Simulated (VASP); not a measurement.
# Pd (Fm-3m) in VASP: single point with r2SCAN

Aim: the single point of Pd with r2SCAN.

Program: VASP 6.6.1. These are calculated values, not measurements. Logs are shortened: lines on timing, memory, paths and dates and some standing lists are left out, and cuts for length are marked.

### Step 1. The cell of the first run

It takes space group Fm-3m (No. 225, cubic). The conventional cell has a = 3.910 Å, b = 3.910 Å, c = 3.910 Å, α = 90.00°, β = 90.00°, γ = 90.00°. Pd (site symmetry m-3m) has 12 Pd at 2.76 Å within 3.6 Å.

### Step 2. Single point, r2SCAN

The input, POSCAR:

```
Pd
1.0
    0.0000000000      1.9550865040      1.9550865040
    1.9550865040      0.0000000000      1.9550865040
    1.9550865040      1.9550865040      0.0000000000
Pd
1
Direct
    0.0000000000      0.0000000000      0.0000000000
```

The input, INCAR.step1:

```
SYSTEM = Pd
PREC = Accurate ; ENCUT = 520
ISMEAR = 1 ; SIGMA = 0.1
LREAL = .False. ; LASPH = .True.
NELM = 60 ; NBANDS = 11
GGA = PE ; ALGO = Normal
EDIFF = 1E-4 ; LWAVE = .True.
LCHARG = .False.
```

The input, INCAR.step2:

```
SYSTEM = Pd
PREC = Accurate ; ENCUT = 520
EDIFF = 1E-6 ; ISMEAR = 1
SIGMA = 0.1 ; LREAL = .False.
LASPH = .True. ; NELM = 60
ALGO = Normal ; ISIF = 2
LWAVE = .False. ; LCHARG = .False.
METAGGA = R2SCAN ; LMIXTAU = .True.
NBANDS = 11 ; ISTART = 1
```

The input, KPOINTS:

```
Automatic mesh
0
Gamma
  35 35 35
  0 0 0
```

Potentials or basis: VASP PAW PBE potentials, release 64 (Pd).

Started as:

```console
$ cat potpaw_PBE.64/Pd/POTCAR > POTCAR
$ cp INCAR.step1 INCAR
$ mpirun -np 1 vasp_std > vasp.out
$ cp INCAR.step2 INCAR
$ mpirun -np 1 vasp_std > vasp.out
```

OUTCAR:

```text
SYSTEM = Pd
   PREC = Accurate
   ENCUT = 520
   EDIFF = 1E-6
   ISMEAR = 1
   LREAL = .False.
   LASPH = .True.
   NELM = 60
   ISIF = 2
   METAGGA = R2SCAN
   ISTART = 1

 ion  position               nearest neighbor table
   1  0.000  0.000  0.000-

  LATTYP: Found a face centered cubic cell.
 ALAT       =     3.9101730080

  Lattice vectors:

 A1 = (   0.0000000000,   1.9550865040,   1.9550865040)
 A2 = (   1.9550865040,   0.0000000000,   1.9550865040)
 A3 = (   1.9550865040,   1.9550865040,   0.0000000000)

Analysis of symmetry for initial positions (statically):
[... 5 lines left out ...]
 face centered cubic supercell.

 Subroutine GETGRP returns: Found 48 space group operations
 (whereof 48 operations were pure point group operations)
 out of a pool of 48 trial point group operations.

The static configuration has the point symmetry O_h .

Analysis of symmetry for dynamics (positions and initial velocities):
[... 5 lines left out ...]
 face centered cubic supercell.

 Subroutine GETGRP returns: Found 48 space group operations
 (whereof 48 operations were pure point group operations)
 out of a pool of 48 trial point group operations.

The dynamic configuration has the point symmetry O_h .

 Subroutine INISYM returns: Found 48 space group operations
 (whereof 48 operations are pure point group operations),
 and found     1 'primitive' translations

----------------------------------------------------------------------------------------

                                     Primitive cell

  volume of cell :      14.9461

  direct lattice vectors                    reciprocal lattice vectors
     0.000000000  1.955086504  1.955086504    -0.255743160  0.255743160  0.255743160
     1.955086504  0.000000000  1.955086504     0.255743160 -0.255743160  0.255743160
     1.955086504  1.955086504  0.000000000     0.255743160  0.255743160 -0.255743160

  length of vectors
     2.764909850  2.764909850  2.764909850     0.442960146  0.442960146  0.442960146

  position of ions in fractional coordinates (direct lattice)
     0.000000000  0.000000000  0.000000000

  ion indices of the primitive-cell ions
   primitive index   ion index
                 1           1

----------------------------------------------------------------------------------------

 KPOINTS: Automatic mesh

Automatic generation of k-mesh.
 Grid dimensions read from file:
 generate k-points for:   35   35   35

 Generating k-lattice:

  Cartesian coordinates                     Fractional coordinates (reciprocal lattice)
    -0.007306947  0.007306947  0.007306947     0.028571429  0.000000000  0.000000000
     0.007306947 -0.007306947  0.007306947     0.000000000  0.028571429  0.000000000
     0.007306947  0.007306947 -0.007306947     0.000000000  0.000000000  0.028571429

  Length of vectors
     0.012656004  0.012656004  0.012656004

  Shift w.r.t. Gamma in fractional coordinates (k-lattice)
     0.000000000  0.000000000  0.000000000

 Subroutine IBZKPT returns following result:
 ===========================================

 Found   1140 irreducible k-points:

 Following reciprocal coordinates:
            Coordinates               Weight
  0.000000  0.000000  0.000000      1.000000
  0.028571  0.000000  0.000000      8.000000
  0.057143  0.000000  0.000000      8.000000
  0.085714  0.000000  0.000000      8.000000
  0.114286  0.000000  0.000000      8.000000
  0.142857  0.000000  0.000000      8.000000
[... 16 lines left out ...]
  0.142857  0.028571  0.000000     24.000000
  0.171429  0.028571  0.000000     24.000000
 [... further k-points ...]
   k-points           NKPTS =   1140   k-points in BZ     NKDIM =   1140   number of bands    NBANDS=     11
   number of dos      NEDOS =    301   number of ions     NIONS =      1
   total plane-waves  NPLWV =  13824
   dimension x,y,z NGX =    24 NGY =   24 NGZ =   24
   dimension x,y,z NGXF=    48 NGYF=   48 NGZF=   48
   ions per type =               1
   NGX,Y,Z   is equivalent  to a cutoff of  14.43, 14.43, 14.43 a.u.
   NGXF,Y,Z  is equivalent  to a cutoff of  28.86, 28.86, 28.86 a.u.
 SYSTEM =  Pd
   PREC   = accura    normal or accurate (medium, high low for compatibility)
   ISTART =      1    job   : 0-new  1-cont  2-samecut
   ICHARG =      0    charge: 1-file 2-atom 10-const
   ISPIN  =      1    spin polarized calculation?
   LNONCOLLINEAR =      F non collinear calculations
   LSORBIT =      F    spin-orbit coupling
   LASPH  =      T    aspherical Exc in radial PAW
   ENCUT  =  520.0 eV  38.22 Ry    6.18 a.u.   5.14  5.14  5.14*2*pi/ulx,y,z
   NELM   =     60;   NELMIN=  2; NELMDL=  0     # of ELM steps
   EDIFF  = 0.1E-05   stopping-criterion for ELM
   LREAL  =      F    real-space projection
   EDIFFG = 0.1E-04   stopping-criterion for IOM
   NSW    =      0    number of steps for IOM
   IBRION =     -1    ionic relax: 0-MD 1-quasi-New 2-CG
   NFREE  =      0    steps in history (QN), initial steepest desc. (CG)
   ISIF   =      2    stress and relaxation
   ISYM   =      2    0-nonsym 1-usesym 2-fastsym
   POTIM  = 0.5000    time-step for ionic-motion
   TEBEG  =    0.0;   TEEND  =   0.0 temperature during run
   PSTRESS=    0.0 pullay stress
   NELECT =      10.0000    total number of electrons
   NUPDOWN=      -1.0000    fix difference up-down
   EMIN   =  10.00;   EMAX   =-10.00  energy-range for DOS
   EFERMI =   0.00;   METHOD = LEGACY
   ISMEAR =     1;   SIGMA  =   0.10  broadening in eV -4-tet -1-fermi 0-gaus
   EFERMI_NEDOS =   21; number of points for ismear=-14 and -15
   IALGO  =     38    algorithm
   IMIX   =      4    mixing-type and parameters
     AMIX     =   0.40;   BMIX     =  1.00
     AMIX_MAG =   1.60;   BMIX_MAG =  1.00
  volume/ion in A,a.u.               =      14.95       100.86
  Fermi-wavevector in a.u.,A,eV,Ry     =   1.431854  2.705812 27.894760  2.050207
  Thomas-Fermi vector in A             =   2.551546
   LORBIT       =      0    0 simple, 1 ext, 2 COOP (PROOUT), +10 PAW based schemes
   METAGGA = R2SCAN    functional components
   LHFCALC =     F    Hartree Fock is set to
   AEXX    =    0.0000 exact exchange contribution
   IVDW    =     0    specifies the selected vdW correction
   LEPSILON=     F    determine dielectric tensor
   LRPA    =     F    only Hartree local field effects (RPA)
 non-spin polarized calculation
 Methfessel and Paxton  Order N= 1 SIGMA  =   0.10
  energy-cutoff  :      520.00
  volume of cell :       14.95
 maximum number of plane-waves:       419
 NGX is ok and might be reduce to    24
   NGX = 11   NGY = 11   NGZ = 11

 number of electron       9.9999998 magnetization

 Free energy of the ion-electron system (eV)
  ---------------------------------------------------
  ext. energy  EPLUGINS =         0.00000000
  ---------------------------------------------------
  free energy    TOTEN  =       -22.94638483 eV

  energy without entropy =      -22.94617147  energy(sigma->0) =      -22.94631371

 E-fermi :   9.3814     XC(G=0): -14.0339

 val. band max:        9.3806766954   @ k =  -0.4286   0.3714   0.1143
 cond. band min:       9.3827944622   @ k =  -0.3429   0.3714   0.1714
 fundamental gap:      0.0021177667
 Fermi energy:         9.3814466016

 k-point     1 :       0.0000    0.0000    0.0000
  band No.  band energies     occupation
      1       2.3039      2.00000
      2       6.5335      2.00000
      3       6.5335      2.00000
      4       6.5335      2.00000
      5       8.1086      2.00000
      6       8.1086      2.00000
      7      27.4036      0.00000
      8      31.8943      0.00000
      9      32.3140      0.00000
     10      32.3140      0.00000
     11      32.3140      0.00000

 k-point     2 :       0.0286    0.0000    0.0000
  band No.  band energies     occupation
      1       2.3346      2.00000
      2       6.5225      2.00000
      3       6.5442      2.00000
      4       6.5442      2.00000
      5       8.1034      2.00000
      6       8.1034      2.00000
      7      27.4358      0.00000
      8      31.8742      0.00000
      9      32.1056      0.00000
     10      32.3478      0.00000
     11      32.3478      0.00000

 k-point     3 :       0.0571    0.0000    0.0000
  band No.  band energies     occupation
      1       2.4258      2.00000
      2       6.4910      2.00000
      3       6.5756      2.00000
      4       6.5756      2.00000
      5       8.0888      2.00000
      6       8.0888      2.00000
      7      27.5266      0.00000
      8      31.4613      0.00000
      9      31.9294      0.00000
     10      32.4476      0.00000
     11      32.4476      0.00000

 k-point     4 :       0.0857    0.0000    0.0000
  band No.  band energies     occupation
      1       2.5746      2.00000
      2       6.4435      2.00000
      3       6.6241      2.00000
      4       6.6241      2.00000
      5       8.0687      2.00000
      6       8.0687      2.00000
      7      27.6563      0.00000
      8      30.6878      0.00000
      9      31.9189      0.00000
     10      32.6088      0.00000
     11      32.6088      0.00000

 k-point     5 :       0.1143    0.0000    0.0000
  band No.  band energies     occupation
      1       2.7762      2.00000
      2       6.3877      2.00000
      3       6.6838      2.00000
      4       6.6838      2.00000
      5       8.0495      2.00000
      6       8.0495      2.00000
      7      27.7767      0.00000
      8      29.8418      0.00000
      9      31.9160      0.00000
     10      32.8235      0.00000
     11      32.8235      0.00000

 k-point     6 :       0.1429    0.0000    0.0000
  band No.  band energies     occupation
      1       3.0215      2.00000
      2       6.3354      2.00000
      3       6.7458      2.00000
      4       6.7458      2.00000
      5       8.0408      2.00000
      6       8.0408      2.00000
      7      27.7425      0.00000
      8      29.0931      0.00000
      9      31.9139      0.00000
     10      33.0791      0.00000
     11      33.0791      0.00000

 k-point     7 :       0.1714    0.0000    0.0000
  band No.  band energies     occupation
      1       3.2963      2.00000
      2       6.3043      2.00000
      3       6.7981      2.00000
      4       6.7981      2.00000
      5       8.0545      2.00000
      6       8.0545      2.00000
      7      27.2373      0.00000
      8      28.7403      0.00000
      9      31.9118      0.00000
     10      33.3560      0.00000
     11      33.3560      0.00000

 k-point     8 :       0.2000    0.0000    0.0000
  band No.  band energies     occupation
      1       3.5779      2.00000
      2       6.3199      2.00000
      3       6.8292      2.00000
      4       6.8292      2.00000
      5       8.1022      2.00000
      6       8.1022      2.00000
      7      26.3433      0.00000
      8      28.6673      0.00000
      9      31.9096      0.00000
     10      33.6233      0.00000
     11      33.6233      0.00000
[... 141 lines left out ...]
 k-point    19 :       0.0286    0.0286    0.0000
  band No.  band energies     occupation
      1       2.3448      2.00000
      2       6.5111      2.00000
      3       6.5518      2.00000
      4       6.5518      2.00000
      5       8.0857      2.00000
      6       8.1174      2.00000
      7      27.4469      0.00000
      8      31.8739      0.00000
      9      32.1648      0.00000
     10      32.2884      0.00000
     11      32.2884      0.00000

 k-point    20 :       0.0571    0.0286    0.0000
  band No.  band energies     occupation
      1       2.4158      2.00000
      2       6.4817      2.00000
      3       6.5774      2.00000
      4       6.5802      2.00000
      5       8.0584      2.00000
      6       8.1214      2.00000
      7      27.5195      0.00000
      8      31.6441      0.00000
      9      31.9460      0.00000
     10      32.2935      0.00000
     11      32.4053      0.00000

 k-point    21 :       0.0857    0.0286    0.0000
  band No.  band energies     occupation
      1       2.5456      2.00000
      2       6.4376      2.00000
      3       6.6194      2.00000
      4       6.6264      2.00000
      5       8.0243      2.00000
      6       8.1183      2.00000
      7      27.6394      0.00000
      8      30.9453      0.00000
      9      31.9208      0.00000
     10      32.3581      0.00000
     11      32.6153      0.00000

 k-point    22 :       0.1143    0.0286    0.0000
  band No.  band energies     occupation
      1       2.7299      2.00000
      2       6.3826      2.00000
      3       6.6756      2.00000
      4       6.6849      2.00000
      5       7.9892      2.00000
      6       8.1136      2.00000
      7      27.7713      0.00000
      8      30.1175      0.00000
      9      31.9166      0.00000
     10      32.4735      0.00000
     11      32.8833      0.00000

 k-point    23 :       0.1429    0.0286    0.0000
  band No.  band energies     occupation
      1       2.9614      2.00000
      2       6.3262      2.00000
      3       6.7384      2.00000
      4       6.7473      2.00000
      5       7.9624      2.00000
      6       8.1155      2.00000
      7      27.8175      0.00000
      8      29.3127      0.00000
      9      31.9143      0.00000
     10      32.6262      0.00000
     11      33.2016      0.00000

 k-point    24 :       0.1714    0.0286    0.0000
  band No.  band energies     occupation
      1       3.2279      2.00000
      2       6.2833      2.00000
      3       6.7963      2.00000
      4       6.8031      2.00000
      5       7.9567      2.00000
      6       8.1346      2.00000
      7      27.4924      0.00000
      8      28.8099      0.00000
      9      31.9121      0.00000
     10      32.7963      0.00000
     11      33.5613      0.00000

 [... further k-points ...]
[... 5 lines left out ...]
  --------------------------------------------------------------------------------------
  -------------------------------------------------------------------------------------
  Total        0.0223624      0.0223624      0.0223624      0.0000000      0.0000000      0.0000000
  in kB        2.3971834      2.3971834      2.3971834      0.0000000      0.0000000      0.0000000
  external PRESSURE =       2.3971834 kB  Pullay stress =       0.0000000 kB

 VOLUME and BASIS-vectors are now :
 -----------------------------------------------------------------------------
  energy-cutoff  :      520.00
  volume of cell :       14.95
      direct lattice vectors                 reciprocal lattice vectors
     0.000000000  1.955086504  1.955086504    -0.255743160  0.255743160  0.255743160
     1.955086504  0.000000000  1.955086504     0.255743160 -0.255743160  0.255743160
     1.955086504  1.955086504  0.000000000     0.255743160  0.255743160 -0.255743160

 POSITION                                       TOTAL-FORCE (eV/Angst)
 -----------------------------------------------------------------------------------
      0.00000      0.00000      0.00000         0.000000     -0.000000      0.000000
 -----------------------------------------------------------------------------------
    total drift:                                0.000000     -0.000000     -0.000000

  FREE ENERGIE OF THE ION-ELECTRON SYSTEM (eV)
  ---------------------------------------------------
  free  energy   TOTEN  =       -22.9463848290 eV

  energy  without entropy=      -22.9461714742  energy(sigma->0) =      -22.94631371
```

It took 22 min on 1 thread of AMD EPYC 7R13, shared host; peak memory 0.28 GiB.

Results:

- Free energy: -22.9464 eV
- Pressure: 0.2 GPa
- Band gap on the k mesh: zero (band 5 reaches 9.68 eV, above the bottom of band 6 at 8.04 eV)

Levels at points of the mesh, in eV from the Fermi level:
| k point | band 3 | band 4 | band 5 | band 6 | band 7 | band 8 |
| --- | --- | --- | --- | --- | --- | --- |
| (0.00, 0.00, 0.00) | -2.85 | -2.85 | -1.27 | -1.27 | 18.02 | 22.51 |

Caveat: the PAW data sets were made with another functional, which shifts forces and pressure a little.
